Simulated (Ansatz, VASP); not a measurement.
**CoSi3 in VASP and in Ansatz**

```xyz
4
Lattice="0.0000 2.9483 2.9483 2.9483 0.0000 2.9483 2.9483 2.9483 0.0000" Properties=species:S:1:pos:R:3 pbc="T T T"
Si    1.4742    1.4742    1.4742
Si    4.4225    4.4225    4.4225
Si    2.9483    2.9483    2.9483
Co    0.0000    0.0000    0.0000
```

Alike in both runs: task single point; functional r2SCAN; k mesh 12 × 12 × 12; occupations gaussian, width 0.1 eV; collinear spin.

|  | VASP | Ansatz |
| --- | --- | --- |
| version | VASP 6.6.1 | Ansatz 0.2.0 |
| potentials or method | VASP PAW PBE potentials, release 64 (Si, Co), cutoff 520 eV | scalar-relativistic, plane waves, PAW |
| valence electrons in the cell | 21 | 29 |

Ansatz gave:

```
gap on the k mesh at the Fermi level (eV)                     : none
pressure (GPa)                                                : -5.2
net moment per atom (μB)                                      : 0.17
size of the moment on the site where the two differ most (μB) : 0.85
```

Task: What did VASP give for the same quantities?

Result: gap on the k mesh at the Fermi level (eV): none; pressure (GPa): -5.1; net moment per atom (μB): 0.17; size of the moment on the site where the two differ most (μB): 0.82.

VASP's potentials were made for PBE, not for r2SCAN. Site moments also hang on the region over which each program counts them. A gap of «none» marks a metal or a gap that the smearing closes. With one functional, cell and mesh, what is left measures potentials, basis and numerics. VASP's potentials hold 21 valence electrons a cell and Ansatz's 29, so a difference there can come from the potentials and not from the codes. Ansatz's warnings: stability check not made.
